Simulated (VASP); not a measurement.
A run of VASP 6.6.1 is set up as follows.

The input INCAR:

```
PREC     = Accurate       # precision mode
ENCUT    = 520            # plane-wave cutoff, eV
EDIFF    = 1E-7           # SCF threshold, eV
ISMEAR   = 0              # smearing method
SIGMA    = 0.15           # smearing width, eV
LREAL    = False          # projectors in reciprocal space
LASPH    = True           # aspherical terms in the spheres
NELM     = 60             # most SCF steps
ALGO     = Normal         # electronic algorithm
ISIF     = 2              # what is computed and relaxed
LWAVE    = False          # write WAVECAR
LCHARG   = True           # write CHGCAR
GGA      = PE             # functional
LELF     = True           # ELF
LVHAR    = True         
NBANDS   = 16             # bands
```

Contents of KPOINTS:

```
Automatic mesh
0
Gamma
  14 14 14
```

The input POSCAR:

```
GaSb
1.0
    0.0000000000      3.1660650000      3.0590000000
    3.0590000000      0.0000000000      3.0590000000
    3.0590000000      3.1660650000      0.0000000000
Ga Sb
1 1
Direct
    0.0000000000      0.0000000000      0.0000000000
    0.7500000000      0.7500000000      0.7500000000
```

Potentials or basis: VASP PAW PBE potentials, release 64 (Ga_d, Sb).

Command:

```console
$ cat potpaw_PBE.64/Ga_d/POTCAR potpaw_PBE.64/Sb/POTCAR > POTCAR
$ mpirun -np 1 vasp_std > vasp.out
```

Problem. Estimate the pressure.

Solution. 0.6 GPa.

Problem. Estimate the band gap on the k mesh.

Solution. Zero (filled and empty bands touch).

Stress tensor (GPa, compression positive):
```
 1.14  0.00  0.00
 0.00 -0.40  0.00
 0.00  0.00  1.14
```

Caveat: the cell differs from its parent crystal (strain +0.0350 x Voigt [0, 1, 0, 0, 0, 0]); spin-orbit coupling is left out, which moves the levels of the heavy elements.
